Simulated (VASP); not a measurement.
CdSe, 2 atoms in the cell. The structure is cubic, space group F-43m (No. 216). Conventional cell: a = 6.141 Å, b = 6.141 Å, c = 6.141 Å, α = 90.00°, β = 90.00°, γ = 90.00°. Cd (site symmetry -43m) has 4 Se at 2.66 Å within 3.5 Å. Se (site symmetry -43m) has 4 Cd at 2.66 Å within 3.5 Å. 

* Program: VASP 6.6.1
* Task: single point
* Functional: PBE
* Potentials or basis: VASP PAW PBE potentials, release 64 (Cd, Se)
* Cutoff: 520 eV
* k mesh: 8 × 8 × 8
* Occupations: gaussian, width 0.019 eV
* Spin: no spin polarisation
* Dipole correction: no
* Further INCAR settings: ALGO = Normal; EDIFF = 1e-06; NBANDS = 16

Potentials or basis: VASP PAW PBE potentials, release 64 (Cd, Se).

Launch:

```sh
$ cat potpaw_PBE.64/Cd/POTCAR potpaw_PBE.64/Se/POTCAR > POTCAR
$ mpirun -np 1 vasp_std > vasp.out
```

Hardware: 1 thread of Intel(R) Xeon(R) Platinum 8488C (Sapphire Rapids) (shared host).

**Question.** How long does it take, and how much memory?

**Answer.** Wall time 14 s on 1 thread of Intel(R) Xeon(R) Platinum 8488C (Sapphire Rapids), on a shared host, peak memory 0.18 GiB. Counts: scf iterations 12, k points 29.
